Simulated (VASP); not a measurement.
**La2O3: single point with PBE**

The system is La2O3.

```
La O
1.0
     6.26678    0.00000    0.00000
    -3.13339    5.42719    0.00000
     0.00000    0.00000    3.29977
La O
2 3
Cartesian
  3.1334 1.8091 1.6499
  0.0000 3.6181 1.6499
  3.1836 0.0000 0.0000
  -1.5918 2.7571 0.0000
  1.5416 2.6701 0.0000
```

```
Program             : VASP 6.6.1
Task                : single point
Functional          : PBE
Potentials or basis : VASP PAW PBE potentials, release 64 (La, O)
Cutoff              : 520 eV
k mesh              : 5 × 5 × 8
Occupations         : fermi-dirac, width 0.05 eV
Spin                : no spin polarisation
```

| Item | Value |
| --- | --- |
| Pressure | 1.9 GPa |
| Largest force | 0.047 eV/Å |
| Band gap on the k mesh | 1.54 eV (least direct gap 2.05 eV) |

Forces on the atoms (eV/Å):
```
La   0.000  0.000  0.000
La   0.000  0.000  0.000
O   -0.047  0.000  0.000
O    0.024 -0.041  0.000
O    0.024  0.041  0.000
```

Stress tensor (GPa, compression positive):
```
2.66 0.00 0.00
0.00 2.66 0.00
0.00 0.00 0.31
```

Levels at points of the mesh, in eV from the valence-band top:
| k point | band 17 | band 18 | band 19 | band 20 | band 21 | band 22 | band 23 | band 24 |
| --- | --- | --- | --- | --- | --- | --- | --- | --- |
| (0.00, 0.00, 0.00) | -1.01 | -1.01 | -0.71 | -0.51 | 1.54 | 3.49 | 4.01 | 4.01 |
| (0.00, 0.00, 0.50) | -1.19 | -1.19 | -0.33 | 0.00 | 4.28 | 4.31 | 4.36 | 4.40 |

Wall time 2.5 min on 1 thread of Intel Xeon 8259CL, with other jobs on the host, peak memory 0.29 GiB.

Caveat: spin-orbit coupling is left out, which moves the levels of the heavy elements. A k mesh can miss the band edges.
